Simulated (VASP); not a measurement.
# NaF (Fm-3m) in VASP: a series of runs, part 2 of 2

VASP 6.6.1. Earlier steps stand in the parts before.

### Step 3. Vibrations by perturbation theory, PBE

Input file INCAR:

```
SYSTEM = NaF
PREC = Accurate ; ENCUT = 520
EDIFF = 1E-8 ; ISMEAR = 0
SIGMA = 0.01 ; LREAL = .FALSE.
LASPH = .TRUE. ; NELM = 80
ALGO = Normal ; ISIF = 2
LWAVE = .FALSE. ; LCHARG = .TRUE.
GGA = PE ; NBANDS = 14
IBRION = 8 ; NSW = 1
LEPSILON = .TRUE.
```

Input file KPOINTS:

```
regular mesh
0
G
  8 8 8
  0 0 0
```

Input file POSCAR:

```
NaF
1.0
    0.0000000000      2.3505073563      2.3505073563
    2.3505073563      0.0000000000      2.3505073563
    2.3505073563      2.3505073563      0.0000000000
Na F
1 1
Direct
    0.0000000000      0.0000000000      0.0000000000
    0.5000000000      0.5000000000      0.5000000000
```

Potentials or basis: VASP PAW PBE potentials, release 64 (Na_pv, F).

Run with:

```console
cat potpaw_PBE.64/Na_pv/POTCAR potpaw_PBE.64/F/POTCAR > POTCAR
mpirun -np 1 vasp_std > vasp.out
```

OUTCAR:

```text
SYSTEM = NaF
   PREC = Accurate
   ENCUT = 520
   EDIFF = 1E-8
   ISMEAR = 0
   LREAL = .FALSE.
   LASPH = .TRUE.
   NELM = 80
   ISIF = 2
   GGA = PE
   IBRION = 8
   NSW = 1
   LEPSILON = .TRUE.

 ion  position               nearest neighbor table
   1  0.000  0.000  0.000-
   2  0.500  0.500  0.500-

  LATTYP: Found a face centered cubic cell.
 ALAT       =     4.7010147126

  Lattice vectors:

 A1 = (   0.0000000000,   2.3505073563,   2.3505073563)
 A2 = (   2.3505073563,   0.0000000000,   2.3505073563)
 A3 = (   2.3505073563,   2.3505073563,   0.0000000000)

Analysis of symmetry for initial positions (statically):
=====================================================================
 Subroutine PRICEL returns:
 Original cell was already a primitive cell.

 Routine SETGRP: Setting up the symmetry group for a
 face centered cubic supercell.

 Subroutine GETGRP returns: Found 48 space group operations
 (whereof 48 operations were pure point group operations)
 out of a pool of 48 trial point group operations.

The static configuration has the point symmetry O_h .

Analysis of symmetry for dynamics (positions and initial velocities):
=====================================================================
 Subroutine PRICEL returns:
 Original cell was already a primitive cell.

 Routine SETGRP: Setting up the symmetry group for a
 face centered cubic supercell.

 Subroutine GETGRP returns: Found 48 space group operations
 (whereof 48 operations were pure point group operations)
 out of a pool of 48 trial point group operations.

The dynamic configuration has the point symmetry O_h .

 Subroutine INISYM returns: Found 48 space group operations
 (whereof 48 operations are pure point group operations),
 and found     1 'primitive' translations

----------------------------------------------------------------------------------------

                                     Primitive cell

  volume of cell :      25.9726

  direct lattice vectors                    reciprocal lattice vectors
     0.000000000  2.350507356  2.350507356    -0.212720032  0.212720032  0.212720032
     2.350507356  0.000000000  2.350507356     0.212720032 -0.212720032  0.212720032
     2.350507356  2.350507356  0.000000000     0.212720032  0.212720032 -0.212720032

  length of vectors
     3.324119382  3.324119382  3.324119382     0.368441903  0.368441903  0.368441903

[... 598 lines left out ...]
    -0.00000  0.00000 -0.00003           (  0.00000  0.00000 -0.00001)

 PIEZOELECTRIC TENSOR FIELD DIRECTION 3  (C/m^2)
 -----------------------------------------------------------------------------
    -0.00005  0.00000  0.00000
     0.00000 -0.00005 -0.00000
    -0.00000  0.00000 -0.00002

--------------------------------------- Ionic step        4  -------------------------------------------

------------------------ aborting loop because EDIFF is reached ----------------------------------------

[... ionic steps 5 to 6 ...]

--------------------------------------- Ionic step        7  -------------------------------------------

 Free energy of the ion-electron system (eV)
  ---------------------------------------------------
  ---------------------------------------------------
  free energy    TOTEN  =        -0.53076033 eV

  energy without entropy =       -0.53076033

------------------------ aborting loop because EDIFF is reached ----------------------------------------

 INTERNAL STRAIN TENSOR  FOR ION    2  DIRECTION 1   (eV/Angst):
 -----------------------------------------------------------------------------
     0.06964 -0.00000 -0.00000
    -0.00000 -0.01198  0.00000
     0.00000  0.00000 -0.01198

 MACROSCOPIC STATIC DIELECTRIC TENSOR (including local field effects in DFT)
 ------------------------------------------------------
           1.851389    -0.000000     0.000000
          -0.000000     1.851389     0.000000
           0.000000     0.000000     1.851389
 ------------------------------------------------------

 PIEZOELECTRIC TENSOR (including local field effects)  for field in x, y, z        (e  Angst)
          XX          YY          ZZ          XY          YZ          ZX
  --------------------------------------------------------------------------------
  x     0.00000     0.00000     0.00000     0.00000     0.00000     0.00000
  y     0.00000     0.00000     0.00000     0.00000     0.00000     0.00000
  z     0.00000     0.00000     0.00000     0.00000     0.00000     0.00000

 PIEZOELECTRIC TENSOR (including local field effects)  for field in x, y, z        (C/m^2)
          XX          YY          ZZ          XY          YZ          ZX
  --------------------------------------------------------------------------------
  x     0.00000     0.00000     0.00000     0.00000     0.00000     0.00000
  y     0.00000     0.00000     0.00000     0.00000     0.00000     0.00000
  z     0.00000     0.00000     0.00000     0.00000     0.00000     0.00000

 BORN EFFECTIVE CHARGES (including local field effects) (in |e|, cummulative output)
 ---------------------------------------------------------------------------------
 ion    1
    1     1.01440     0.00000     0.00000
    2     0.00000     1.01440     0.00000
    3     0.00000     0.00000     1.01440
 ion    2
    1    -1.01440     0.00000     0.00000
    2     0.00000    -1.01440     0.00000
    3     0.00000     0.00000    -1.01440

 INTERNAL STRAIN TENSOR FOR ION    2 for displacements in x,y,z  (eV/Angst):
          X           Y           Z          XY          YZ          ZX
  --------------------------------------------------------------------------------
  x     0.00000     0.00000     0.00000     0.00000     0.00000     0.00000
  y     0.00000     0.00000     0.00000     0.00000     0.00000     0.00000
  z     0.00000     0.00000     0.00000     0.00000     0.00000     0.00000

 SECOND DERIVATIVES (NOT SYMMETRIZED)
 ------------------------------------
               1X          1Y          1Z          2X          2Y          2Z
  1X    -2.010201    0.000000    0.000000    2.010201    0.000000    0.000000
  1Y     0.000000   -2.010201    0.000000    0.000000    2.010201    0.000000
  1Z     0.000000    0.000000   -2.010201    0.000000    0.000000    2.010201
  2X     1.964040    0.000000    0.000000   -1.964040    0.000000    0.000000
  2Y     0.000000    1.964040    0.000000    0.000000   -1.964040    0.000000
  2Z     0.000000    0.000000    1.964040    0.000000    0.000000   -1.964040

 Eigenvectors and eigenvalues of the dynamical matrix
 ----------------------------------------------------

   1 f  =    6.829192 THz    42.909077 2PiTHz  227.797317 cm-1    28.243255 meV
             X         Y         Z           dx          dy          dz
      0.000000  0.000000  0.000000    -0.676925    0.000000    0.000000
      2.350507  2.350507  2.350507     0.736052    0.000000    0.000000
[... 21 lines left out ...]
   6 f/i=    0.039524 THz     0.248334 2PiTHz    1.318367 cm-1     0.163457 meV
             X         Y         Z           dx          dy          dz
      0.000000  0.000000  0.000000     0.000000   -0.432749   -0.595400
      2.350507  2.350507  2.350507     0.000000   -0.397986   -0.547571

--------------------------------------------------------------------------------------------------------

 MACROSCOPIC STATIC DIELECTRIC TENSOR IONIC CONTRIBUTION
 ------------------------------------------------------
           3.607547     0.000000     0.000000
           0.000000     3.607547    -0.000000
           0.000000    -0.000000     3.607547
 ------------------------------------------------------

 ELASTIC MODULI CONTR FROM IONIC RELAXATION (kBar)
 Direction    XX          YY          ZZ          XY          YZ          ZX
 --------------------------------------------------------------------------------
 XX           0.0000      0.0000      0.0000      0.0000      0.0000      0.0000
 YY           0.0000      0.0000      0.0000      0.0000      0.0000      0.0000
 ZZ           0.0000      0.0000      0.0000      0.0000      0.0000      0.0000
 XY           0.0000      0.0000      0.0000      0.0000      0.0000      0.0000
 YZ           0.0000      0.0000      0.0000      0.0000      0.0000      0.0000
 ZX           0.0000      0.0000      0.0000      0.0000      0.0000      0.0000
 --------------------------------------------------------------------------------

 PIEZOELECTRIC TENSOR IONIC CONTR  for field in x, y, z        (C/m^2)
          XX          YY          ZZ          XY          YZ          ZX
  --------------------------------------------------------------------------------
  x     0.00000     0.00000     0.00000     0.00000     0.00000     0.00000
  y     0.00000     0.00000     0.00000     0.00000     0.00000     0.00000
  z     0.00000     0.00000     0.00000     0.00000     0.00000     0.00000
```

OSZICAR:

```text
N       E                     dE             d eps       ncg     rms          rms(c)
DAV:   1     0.109067299498E+03    0.10907E+03   -0.77301E+03   818   0.121E+03
DAV:   2    -0.398252453842E+01   -0.11305E+03   -0.10624E+03   908   0.340E+02
DAV:   3    -0.942750058975E+01   -0.54450E+01   -0.54360E+01   998   0.686E+01
[... 154 lines left out ...]
RMM:   8    -0.530759898247E+00   -0.87293E-05   -0.34115E-09  2870   0.442E-04    0.326E-05
RMM:   9    -0.530760307917E+00   -0.40967E-06   -0.16436E-10  3185   0.121E-04    0.507E-06
RMM:  10    -0.530760396637E+00   -0.88721E-07   -0.89254E-12  3150   0.187E-05    0.314E-06
RMM:  11    -0.530760341547E+00    0.55090E-07    0.65324E-12  3130   0.706E-06    0.100E-06
RMM:  12    -0.530760326787E+00    0.14760E-07   -0.18570E-11  2863   0.313E-06    0.152E-07
RMM:  13    -0.530760328589E+00   -0.18025E-08   -0.13095E-11  1774   0.190E-06    0.984E-08
 Linear response finished
```

Wall time 3.2 min (1 thread of AMD EPYC 7R13 (Zen 3), shared host); peak memory 0.17 GiB.

Results:

```
Electronic dielectric tensor (diagonal)                 : 1.85
Born charges (mean of the diagonal)                     : Na +1.01; F -1.01 e
Highest phonon frequency at Γ, LO-TO splitting left out : 228 cm⁻¹
```

Phonon frequencies in cm⁻¹ (negative: imaginary):
```
              q point           frequencies
(0.000, 0.000, 0.000)  -1 -1 -1 228 228 228
```

Electronic dielectric tensor:
```
1.85 0.00 0.00
0.00 1.85 0.00
0.00 0.00 1.85
```

Born effective charge tensors (e):
atom 1, Na
```
1.01 0.00 0.00
0.00 1.01 0.00
0.00 0.00 1.01
```
atom 2, F
```
-1.01  0.00  0.00
 0.00 -1.01  0.00
 0.00  0.00 -1.01
```
